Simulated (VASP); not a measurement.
**Rb: single point with PBE**

The system is Rb.

```
Rb
1.0
    -2.25086    2.25086    2.25086
     2.25086   -2.25086    2.25086
     2.25086    2.25086   -2.25086
Rb
1
Direct
  0.00000 0.00000 0.00000
```

This cell differs from its parent crystal: volume scaled by 0.5.

* Program: VASP 6.6.1
* Task: single point
* Functional: PBE
* Potentials or basis: VASP PAW PBE potentials, release 64 (Rb_sv)
* Cutoff: 520 eV
* k mesh: 10 × 10 × 10
* Occupations: fermi-dirac, width 0.1 eV
* Spin: no spin polarisation
* Dipole correction: no
* Further INCAR settings: ALGO = Normal; EDIFF = 1e-07; NBANDS = 10

```
Pressure : 6.5 GPa
```

Levels at points of the mesh, in eV from the Fermi level:
| k point | band 2 | band 3 | band 4 | band 5 | band 6 | band 7 |
| --- | --- | --- | --- | --- | --- | --- |
| (0.00, 0.00, 0.00) | -12.73 | -12.73 | -12.73 | -2.94 | 4.11 | 4.11 |
| (0.50, 0.00, 0.00) | -13.53 | -12.97 | -12.74 | -0.25 | 1.91 | 2.34 |
| (0.50, 0.50, 0.50) | -13.25 | -13.25 | -13.25 | 0.27 | 0.27 | 5.83 |

Wall time 24 s on 1 thread of AMD EPYC 7R43 64-Core Processor (Zen 3) (shared host), peak memory 0.14 GiB.
